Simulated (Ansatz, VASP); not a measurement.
**Si2W in VASP and in Ansatz**

The input INCAR:

```
SYSTEM = Si2W
  PREC = Accurate
  ENCUT = 520
  EDIFF = 1E-6
  ISMEAR = -1
  SIGMA = 0.05
  LREAL = .False.
  LASPH = .True.
  NELM = 100
  ALGO = Normal
  ISIF = 2
  LWAVE = .False.
  LCHARG = .True.
  LELF = .True.
  LVHAR = .True.
  NBANDS = 18
```

Contents of KPOINTS:

```
regular mesh
0
Gamma
  11 11 14
  0 0 0
```

Contents of POSCAR:

```
Si2W
1.0
   -1.6891900000      1.5709900000      3.9400000000
    1.5709900000     -1.6891900000      3.9400000000
    1.6410100000      1.6410100000     -3.9881800000
Si W
2 1
Direct
    0.3330000000      0.3330000000      0.0000000000
    0.6670000000      0.6670000000      0.0000000000
    0.0000000000      0.0000000000      0.0000000000
```

Input for Ansatz:

```yaml
crystal:
  lattice:
    - [-1.68919, 1.57099, 3.94]
    - [1.57099, -1.68919, 3.94]
    - [1.64101, 1.64101, -3.98818]
  atoms:
    - { symbol: Si, position: [0.333, 0.333, 0.0] }
    - { symbol: Si, position: [0.667, 0.667, 0.0] }
    - { symbol: W, position: [0.0, 0.0, 0.0] }
kpoints:
  mp_grid: { grid: [11, 11, 14] }
  band_path:
    path:
      - [0.0, 0.0, 0.0]
      - [-0.5, -0.5, 0.5]
      - [-0.9301190258, -0.0698809742, 0.5]
      - [-0.0698809742, 0.0698809742, -0.5]
      - [0.0, 0.0, -0.5]
      - [0.0, 0.0, 0.0]
      - [-0.5, 0.5, 0.0]
      - [-0.5, 0.0, 0.0]
      - [0.0, 0.0, 0.0]
    npoints: 5
scf:
  occupations: { method: fermi_dirac, width: 0.05 }
hamiltonian:
  xc: lda
  pseudopotentials: { kind: all_electron, lapw: { basis_error: 0.001 } }
output:
  forces: true
  stress: true
  eigenvalues: true
```

Change from the starting cell: equal xy, yz and zx shear strains of -3 %.

Alike in both runs: task single point; functional LDA; k mesh 11 × 11 × 14; occupations fermi-dirac, width 0.05 eV; no spin polarisation.

|  | VASP | Ansatz |
| --- | --- | --- |
| version | VASP 6.6.1 | Ansatz 0.2.0 |
| potentials or method | VASP PAW LDA potentials, release 64 (Si, W_sv), cutoff 520 eV | all-electron LAPW, scalar-relativistic |

```tsv
	VASP	Ansatz	Ansatz less VASP
pressure (GPa)	-5.8	-6.5	-0.71
traceless stress, the component that is largest in VASP (GPa)	6.35	6.32	-0.036
rms of the force components (eV/Å)	0.137	0.143	+0.0062
```

LDA's correlation is that of Perdew and Zunger in VASP and of Perdew and Wang (1992) in Ansatz. Atom by atom the forces differ by 0.008 eV/Å (rms over components). Ansatz ran all-electron here, and VASP with PAW potentials.

Neither program's run includes spin-orbit coupling.
